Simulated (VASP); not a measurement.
# Be16H (a cell with a defect) in VASP: notebook

The runs below take Be16H (a cell with a defect) through single point, with LDA.

Program: VASP 6.6.1. These are calculated values, not measurements. Logs are shortened: lines on timing, memory, paths and dates and some standing lists are left out, and cuts for length are marked.

### Step 1. The cell of the first run

The cell holds a defect, 17 atoms: a = 4.580 Å, b = 3.966 Å, c = 7.177 Å, α = 90.00°, β = 90.00°, γ = 90.00°.

### Step 2. Single point, LDA

Contents of INCAR:

```
SYSTEM = Be16H
  ALGO = Normal
  EDIFF = 1E-6
  ENCUT = 520
  ISIF = 2
  ISMEAR = 0
  LASPH = .TRUE.
  LCHARG = .FALSE.
  LREAL = Auto
  LWAVE = .FALSE.
  NBANDS = 30
  NELM = 100
  PREC = Accurate
  SIGMA = 0.1
```

Contents of KPOINTS:

```
k-points
0
G
  4 4 3
  0 0 0
```

Contents of POSCAR:

```
Be16H
1.0
   -2.2900000000     -3.9663960000      0.0000000000
    3.4350000000     -1.9831980000      0.0000000000
    0.0000000000      0.0000000000      7.1768600000
Be H
16 1
Direct
    0.7497398839      0.4959316839     -0.0014449216
    0.5169711557      0.3392675245      0.2462517034
    0.7497369931      0.4952345602      0.5020457415
    0.4995399838      0.3336563502      0.7498333533
    0.5022449565     -0.0028128238     -0.0036425401
    0.2497427412      0.8250756557      0.2479998216
    0.5048028334     -0.0060225652      0.5064937870
    0.2497378608      0.8367917616      0.7520513149
    0.2497384488      0.5046684273     -0.0055106272
   -0.0174857647      0.3392880928      0.2462511460
    0.2497399630      0.5110601209      0.5065436695
   -0.0000632642      0.3336565138      0.7498314026
   -0.0027676833     -0.0028087321     -0.0036415647
    0.7497364440      0.8275585027      0.2510996452
   -0.0053260465     -0.0060255157      0.5064940656
    0.7497389469      0.8261930679      0.7527976023
    0.2497323943      0.1810169383      0.2923731270
```

Potentials or basis: VASP PAW LDA potentials, release 64 (Be, H).

Started as:

```bash
cat potpaw_LDA.64/Be/POTCAR potpaw_LDA.64/H/POTCAR > POTCAR
mpirun -np 1 vasp_std > vasp.out
```

OUTCAR:

```text
SYSTEM = Be16H
   EDIFF = 1E-6
   ENCUT = 520
   ISIF = 2
   ISMEAR = 0
   LASPH = .TRUE.
   LREAL = Auto
   NELM = 100
   PREC = Accurate

 ion  position               nearest neighbor table
   1  0.750  0.496  0.999-  10 2.16   2 2.16  16 2.20   4 2.22  12 2.22  14 2.24  13 2.28   5 2.28
                             5 2.29  13 2.29   9 2.29   9 2.29
   2  0.517  0.339  0.246-  17 1.41  10 2.13   1 2.16  14 2.21   3 2.21   5 2.25   9 2.28   6 2.28
                            14 2.29   7 2.32  11 2.33   6 2.38
   3  0.750  0.495  0.502-  12 2.21   4 2.21   2 2.21  10 2.21  16 2.23  14 2.23  15 2.27   7 2.27
                             7 2.28  15 2.28  11 2.29  11 2.29
   4  0.500  0.334  0.750-   9 2.20  11 2.20   7 2.21   3 2.21   5 2.22   1 2.22  16 2.26   8 2.28
                            12 2.29  12 2.29   8 2.30  16 2.32
   5  0.502  0.997  0.996-  16 2.19   8 2.19   4 2.22   2 2.25   6 2.25  14 2.25  13 2.27   9 2.27
                             1 2.28   1 2.29  13 2.31   9 2.32
   6  0.250  0.825  0.248-  17 1.45   9 2.22  11 2.23   5 2.25  13 2.25  10 2.28   2 2.28  14 2.29
                            14 2.29   7 2.29  15 2.29   2 2.38  10 2.38
   7  0.505  0.994  0.506-  16 2.20   8 2.20   4 2.21  11 2.24  15 2.24  14 2.25   3 2.27   3 2.28
                             6 2.29   2 2.32  15 2.34  11 2.36
   8  0.250  0.837  0.752-   9 2.18  11 2.18   5 2.19  13 2.19  15 2.20   7 2.20  12 2.28   4 2.28
                            16 2.29  16 2.29  12 2.30   4 2.30
   9  0.250  0.505  0.994-   8 2.18   4 2.20  12 2.20   6 2.22   5 2.27  13 2.27  10 2.28   2 2.28
                             1 2.29   1 2.29  13 2.32   5 2.32
  10  0.983  0.339  0.246-  17 1.41   2 2.13   1 2.16  14 2.21   3 2.21  13 2.25   9 2.28   6 2.28
                            14 2.29  15 2.32  11 2.33   6 2.38
  11  0.250  0.511  0.507-   8 2.18  12 2.20   4 2.20   6 2.23  15 2.24   7 2.24   3 2.29   3 2.29
                            10 2.33   2 2.33   7 2.36  15 2.36
  12  1.000  0.334  0.750-   9 2.20  11 2.20  15 2.21   3 2.21  13 2.22   1 2.22  16 2.26   8 2.28
                             4 2.29   4 2.29   8 2.30  16 2.32
  13  0.997  0.997  0.996-  16 2.19   8 2.19  12 2.22  10 2.25   6 2.25  14 2.25   5 2.27   9 2.27
                             1 2.28   1 2.29   5 2.31   9 2.32
  14  0.750  0.828  0.251-  10 2.21   2 2.21   3 2.23   1 2.24   7 2.25  15 2.25   5 2.25  13 2.25
                             6 2.29   6 2.29   2 2.29  10 2.29
  15  0.995  0.994  0.506-  16 2.20   8 2.20  12 2.21  11 2.24   7 2.24  14 2.25   3 2.27   3 2.28
                             6 2.29  10 2.32   7 2.34  11 2.36
  16  0.750  0.826  0.753-   5 2.19  13 2.19  15 2.20   7 2.20   1 2.20   3 2.23  12 2.26   4 2.26
                             8 2.29   8 2.29  12 2.32   4 2.32
  17  0.250  0.181  0.292-  10 1.41   2 1.41   6 1.45

  LATTYP: Found a simple orthorhombic cell.
 ALAT       =     3.9663962620
 B/A-ratio  =     1.1547004875
 C/A-ratio  =     1.8094157835

  Lattice vectors:

 A1 = (  -3.4350000000,   1.9831980000,   0.0000000000)
 A2 = (  -2.2900000000,  -3.9663960000,   0.0000000000)
 A3 = (   0.0000000000,   0.0000000000,   7.1768600000)

Analysis of symmetry for initial positions (statically):
=====================================================================
 Subroutine PRICEL returns:
 Original cell was already a primitive cell.

 Routine SETGRP: Setting up the symmetry group for a
 simple orthorhombic supercell.

 Subroutine GETGRP returns: Found  1 space group operations
 (whereof  1 operations were pure point group operations)
 out of a pool of  8 trial point group operations.

The static configuration has the point symmetry C_1 .

Analysis of symmetry for dynamics (positions and initial velocities):
=====================================================================
 Subroutine PRICEL returns:
 Original cell was already a primitive cell.

 Routine SETGRP: Setting up the symmetry group for a
 simple orthorhombic supercell.

 Subroutine GETGRP returns: Found  1 space group operations
 (whereof  1 operations were pure point group operations)
 out of a pool of  8 trial point group operations.

The dynamic configuration has the point symmetry C_1 .

 Subroutine INISYM returns: Found  1 space group operations
 (whereof  1 operations are pure point group operations),
 and found     1 'primitive' translations

----------------------------------------------------------------------------------------

                                     Primitive cell

  volume of cell :     130.3755

  direct lattice vectors                    reciprocal lattice vectors
[... 58 lines left out ...]
     0.054585153 -0.031514755  0.000000000     0.000000000  0.250000000  0.000000000
     0.000000000  0.000000000  0.046445567     0.000000000  0.000000000  0.333333333

  Length of vectors
     0.054585156  0.063029507  0.046445567

  Shift w.r.t. Gamma in fractional coordinates (k-lattice)
     0.000000000  0.000000000  0.000000000

 Subroutine IBZKPT returns following result:
 ===========================================

 Found     26 irreducible k-points:

 Following reciprocal coordinates:
            Coordinates               Weight
  0.000000  0.000000  0.000000      1.000000
  0.250000  0.000000  0.000000      2.000000
  0.500000  0.000000  0.000000      1.000000
  0.000000  0.250000  0.000000      2.000000
  0.250000  0.250000  0.000000      2.000000
 -0.250000  0.250000  0.000000      2.000000
[... 16 lines left out ...]
  0.000000  0.500000  0.333333      2.000000
  0.250000  0.500000  0.333333      2.000000
 [... further k-points ...]
   k-points           NKPTS =     26   k-points in BZ     NKDIM =     26   number of bands    NBANDS=     30
   number of dos      NEDOS =    301   number of ions     NIONS =     17
   total plane-waves  NPLWV =  58320
   dimension x,y,z NGX =    36 NGY =   30 NGZ =   54
   dimension x,y,z NGXF=    72 NGYF=   60 NGZF=  108
   ions per type =              16   1
   NGX,Y,Z   is equivalent  to a cutoff of  13.07, 12.57, 12.51 a.u.
   NGXF,Y,Z  is equivalent  to a cutoff of  26.13, 25.15, 25.02 a.u.
 SYSTEM =  Be16H
   PREC   = accura    normal or accurate (medium, high low for compatibility)
   ISTART =      0    job   : 0-new  1-cont  2-samecut
   ICHARG =      2    charge: 1-file 2-atom 10-const
   ISPIN  =      1    spin polarized calculation?
   LNONCOLLINEAR =      F non collinear calculations
   LSORBIT =      F    spin-orbit coupling
   LASPH  =      T    aspherical Exc in radial PAW
   ENCUT  =  520.0 eV  38.22 Ry    6.18 a.u.   8.52  7.37 13.34*2*pi/ulx,y,z
   NELM   =    100;   NELMIN=  2; NELMDL= -5     # of ELM steps
   EDIFF  = 0.1E-05   stopping-criterion for ELM
   LREAL  =      T    real-space projection
   EDIFFG = 0.1E-04   stopping-criterion for IOM
   NSW    =      0    number of steps for IOM
   IBRION =     -1    ionic relax: 0-MD 1-quasi-New 2-CG
   NFREE  =      0    steps in history (QN), initial steepest desc. (CG)
   ISIF   =      2    stress and relaxation
   ISYM   =      2    0-nonsym 1-usesym 2-fastsym
   POTIM  = 0.5000    time-step for ionic-motion
   TEBEG  =    0.0;   TEEND  =   0.0 temperature during run
   PSTRESS=    0.0 pullay stress
   NELECT =      33.0000    total number of electrons
   NUPDOWN=      -1.0000    fix difference up-down
   EMIN   =  10.00;   EMAX   =-10.00  energy-range for DOS
   EFERMI =   0.00;   METHOD = LEGACY
   ISMEAR =     0;   SIGMA  =   0.10  broadening in eV -4-tet -1-fermi 0-gaus
   EFERMI_NEDOS =   21; number of points for ismear=-14 and -15
   IALGO  =     38    algorithm
   IMIX   =      4    mixing-type and parameters
     AMIX     =   0.40;   BMIX     =  1.00
     AMIX_MAG =   1.60;   BMIX_MAG =  1.00
  volume/ion in A,a.u.               =       7.67        51.75
  Fermi-wavevector in a.u.,A,eV,Ry     =   1.035573  1.956950 14.591049  1.072412
  Thomas-Fermi vector in A             =   2.169923
   LORBIT       =      0    0 simple, 1 ext, 2 COOP (PROOUT), +10 PAW based schemes
   GGA     = CA    functional components
   LHFCALC =     F    Hartree Fock is set to
   AEXX    =    0.0000 exact exchange contribution
   IVDW    =     0    specifies the selected vdW correction
   LEPSILON=     F    determine dielectric tensor
   LRPA    =     F    only Hartree local field effects (RPA)
 non-spin polarized calculation
 Gauss-broadening in eV      SIGMA  =   0.10
  energy-cutoff  :      520.00
  volume of cell :      130.38
 maximum number of plane-waves:      3529
 NGX is ok and might be reduce to    36
   NGX = 17   NGY = 15   NGZ = 27

 number of electron      33.0000001 magnetization

 Free energy of the ion-electron system (eV)
  ---------------------------------------------------
  ext. energy  EPLUGINS =         0.00000000
  ---------------------------------------------------
  free energy    TOTEN  =       -68.64680258 eV

  energy without entropy =      -68.63922164  energy(sigma->0) =      -68.64301211

 E-fermi :   7.1633     XC(G=0): -10.5995

 val. band max:        7.0249329657   @ k =   0.0000   0.2500   0.0000
 cond. band min:       7.1782130784   @ k =   0.5000   0.2500   0.0000
 fundamental gap:      0.1532801127
 Fermi energy:         7.1633461096

 k-point     1 :       0.0000    0.0000    0.0000
  band No.  band energies     occupation
      1      -5.1436      2.00000
      2      -3.0714      2.00000
      3      -2.3282      2.00000
      4      -0.4631      2.00000
      5       0.7832      2.00000
      6       1.3223      2.00000
[... 733 lines left out ...]
     27      12.8974      0.00000
     28      13.1087      0.00000

 [... further k-points ...]

 [bands above 28 left out]

------------------------ aborting loop because EDIFF is reached ----------------------------------------

  FORCE on cell =-STRESS in cart. coord.  units (eV):
  Direction    XX          YY          ZZ          XY          YZ          ZX
  --------------------------------------------------------------------------------------
  -------------------------------------------------------------------------------------
  Total       -3.9493388     -4.1116216     -1.7176201     -0.1404188      0.0223783     -0.0387211
  in kB      -48.5332026    -50.5274867    -21.1077366     -1.7255992      0.2750053     -0.4758411
  external PRESSURE =     -40.0561419 kB  Pullay stress =       0.0000000 kB

 VOLUME and BASIS-vectors are now :
 -----------------------------------------------------------------------------
  energy-cutoff  :      520.00
  volume of cell :      130.38
      direct lattice vectors                 reciprocal lattice vectors
    -2.290000000 -3.966396000  0.000000000    -0.109170306 -0.189088533  0.000000000
     3.435000000 -1.983198000  0.000000000     0.218340611 -0.126059022  0.000000000
     0.000000000  0.000000000  7.176860000     0.000000000  0.000000000  0.139336702

 POSITION                                       TOTAL-FORCE (eV/Angst)
 -----------------------------------------------------------------------------------
     -0.01338     -3.95730      7.16649         0.016545     -0.009600     -0.043128
     -0.01848     -2.72335      1.76731        -0.011710      0.026120     -0.104849
     -0.01577     -3.95590      3.60311         0.006488     -0.003825     -0.034214
      0.00216     -2.64308      5.38145        -0.001184     -0.004284     -0.042696
      2.27520     -3.96972      7.15072         0.014606      0.001325     -0.009004
      2.26222     -2.62687      1.77986         0.028182     -0.016322     -0.075144
[... 9 lines left out ...]
      1.12107     -4.61227      5.40272        -0.002525      0.001417      0.000464
      0.04991     -1.34953      2.09832         0.017318     -0.010137      0.636461
 -----------------------------------------------------------------------------------
    total drift:                               -0.001087     -0.000050     -0.000184

  FREE ENERGIE OF THE ION-ELECTRON SYSTEM (eV)
  ---------------------------------------------------
  free  energy   TOTEN  =       -68.6468025787 eV

  energy  without entropy=      -68.6392216378  energy(sigma->0) =      -68.64301211
```

It took 65 s on 1 thread of Intel Xeon 6975P-C (Granite Rapids), shared host; peak memory 0.22 GiB.

What came out:

- Free energy: -68.6468 eV
- Pressure: -4.0 GPa
- Largest force: 0.637 eV/Å

Forces in eV/Å, atoms in the order of the input:
```
Be   0.017 -0.010 -0.043
Be  -0.012  0.026 -0.105
Be   0.006 -0.004 -0.034
Be  -0.001 -0.004 -0.043
Be   0.015  0.001 -0.009
Be   0.028 -0.016 -0.075
Be  -0.025 -0.007 -0.033
Be   0.006 -0.003 -0.005
Be  -0.037  0.021 -0.030
Be  -0.028 -0.002 -0.105
Be   0.012 -0.007 -0.048
Be   0.003  0.003 -0.043
Be   0.006 -0.013 -0.009
Be   0.003 -0.002 -0.023
Be  -0.007  0.025 -0.033
Be  -0.003  0.001  0.000
H    0.017 -0.010  0.636
```

Levels at points of the mesh, in eV from the Fermi level:
| k point | band 12 | band 13 | band 14 | band 15 | band 16 | band 17 | band 18 | band 19 | band 20 | band 21 |
| --- | --- | --- | --- | --- | --- | --- | --- | --- | --- | --- |
| (0.00, 0.00, 0.00) | -4.24 | -4.09 | -3.66 | -0.79 | 0.06 | 0.30 | 0.78 | 0.91 | 1.06 | 1.06 |
| (0.50, 0.00, 0.00) | -2.70 | -2.55 | -2.48 | -2.40 | -2.40 | -1.01 | 0.10 | 0.39 | 0.48 | 0.51 |
| (0.00, 0.50, 0.00) | -4.07 | -3.69 | -3.65 | -2.68 | -2.63 | -0.31 | 0.69 | 0.78 | 0.85 | 0.95 |
| (0.50, 0.50, 0.00) | -6.40 | -1.18 | -1.08 | -0.96 | -0.90 | -0.16 | 0.33 | 0.48 | 0.59 | 3.49 |

Caveat: the k points lie up to 0.40 Å⁻¹ apart.

[end of part 1 of 2]
